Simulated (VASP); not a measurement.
A run of VASP 6.6.1 is set up as follows.

INCAR

```
SYSTEM = Sc3Al
  PREC = Accurate
  ENCUT = 520
  EDIFF = 1E-6
  ISMEAR = 0
  SIGMA = 0.1
  LREAL = .FALSE.
  LASPH = .TRUE.
  NELM = 100
  ALGO = Fast
  ISIF = 2
  LWAVE = .FALSE.
  LCHARG = .TRUE.
  GGA = PS
  LELF = .TRUE.
  LVHAR = .TRUE.
  NBANDS = 46
```

KPOINTS

```
Automatic mesh
0
G
  6 6 8
  0 0 0
```

File POSCAR:

```
Sc3Al
1.0
    6.2367231900      0.0000000000      0.0000000000
   -3.1183615950      5.4011607189      0.0000000000
    0.0000000000      0.0000000000      4.9779960475
Sc Al
6 2
Direct
    0.8281198148      0.1718801852      0.7500000000
    0.3437603704      0.1718801852      0.7500000000
    0.8281198148      0.6562396296      0.7500000000
    0.1718801852      0.8281198148      0.2500000000
    0.6562396296      0.8281198148      0.2500000000
    0.1718801852      0.3437603704      0.2500000000
    0.6666666667      0.3333333333      0.2500000000
    0.3333333333      0.6666666667      0.7500000000
```

Potentials or basis: VASP PAW PBE potentials, release 64 (Sc_sv, Al).

Command:

```bash
$ cat potpaw_PBE.64/Sc_sv/POTCAR potpaw_PBE.64/Al/POTCAR > POTCAR
$ mpirun -np 1 vasp_std > vasp.out
```

Problem. Predict the pressure.

Solution. 0.1 GPa.

Problem. What does it give for the band gap on the k mesh?

Solution. Zero (bands 36 and 37 overlap by 0.66 eV).

Caveat: the PAW data sets were made with another functional, which shifts forces and pressure a little.
